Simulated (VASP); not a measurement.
Write the native input for VASP 6.6.1 that does the following.

```yaml
Task: single point
Functional: PBEsol
Potentials_or_basis: VASP PAW PBE potentials, release 64 (Ru_pv)
Cutoff: 520 eV
k_mesh: 16 × 16 × 9
Occupations: fermi-dirac, width 0.05 eV
Spin: no spin polarisation
Dipole_correction: no
Further_INCAR_settings: ALGO = Normal; EDIFF = 1e-06; NBANDS = 21
```

The structure of Ru lies in POSCAR:

```
Ru
1.0
    2.6924478944      0.0000000000      0.0000000000
   -1.3462239472      2.3317282749      0.0000000000
    0.0000000000      0.0000000000      4.2437296224
Ru
2
Direct
    0.3333333333      0.6666666667      0.2500000000
    0.6666666667      0.3333333333      0.7500000000
```

One way to write it, as run:

INCAR

```
SYSTEM = Ru
PREC = Accurate
ENCUT = 520
EDIFF = 1E-6
ISMEAR = -1
SIGMA = 0.05
LREAL = .FALSE.
LASPH = .TRUE.
NELM = 80
ALGO = Normal
ISIF = 2
LWAVE = .FALSE.
LCHARG = .TRUE.
GGA = PS
LELF = .TRUE.
LVHAR = .TRUE.
NBANDS = 21
```

KPOINTS

```
Automatic mesh
0
G
  16 16 9
  0 0 0
```

Potentials or basis: VASP PAW PBE potentials, release 64 (Ru_pv).

Command:

```sh
$ cat potpaw_PBE.64/Ru_pv/POTCAR > POTCAR
$ mpirun -np 1 vasp_std > vasp.out
```

It gave:

```
Pressure               : -0.1 GPa
Band gap on the k mesh : zero (band 14 reaches 14.70 eV, above the bottom of band 15 at 11.43 eV)
```

Caveat: the PAW data sets were made with another functional, which shifts forces and pressure a little.

Run time: 81 s on 1 thread of AMD EPYC 7R13, with other jobs on the host, peak memory 0.16 GiB.
